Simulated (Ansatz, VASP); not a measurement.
## In in VASP and in Ansatz

```
CELL_PARAMETERS angstrom
-1.64822 1.69734 2.52498
1.69734 -1.64822 2.52498
1.60436 1.60436 -2.49270
ATOMIC_POSITIONS crystal
In 0.00000 0.00000 0.00000
```

Alike in both runs: task single point; functional PBE; k mesh 11 × 11 × 14; no spin polarisation.

|  | VASP | Ansatz |
| --- | --- | --- |
| version | VASP 6.6.1 | Ansatz 0.2.0 |
| potentials or method | VASP PAW PBE potentials, release 64 (In_d), cutoff 520 eV | plane waves (420 eV) with PAW, scalar-relativistic |
| occupations | methfessel-paxton of order 1, width 0.01 eV | cold, width 0.01 eV |
| valence electrons in the cell | 13 | 13 |

VASP gave:

| Item | Value |
| --- | --- |
| pressure (GPa) | -0.1 |
| traceless stress, the component that is largest in VASP (GPa) | -0.29 |

Task: Which values does Ansatz return?

Result: Pressure (GPa): 0.0; traceless stress, the component that is largest in VASP (GPa): -0.31.
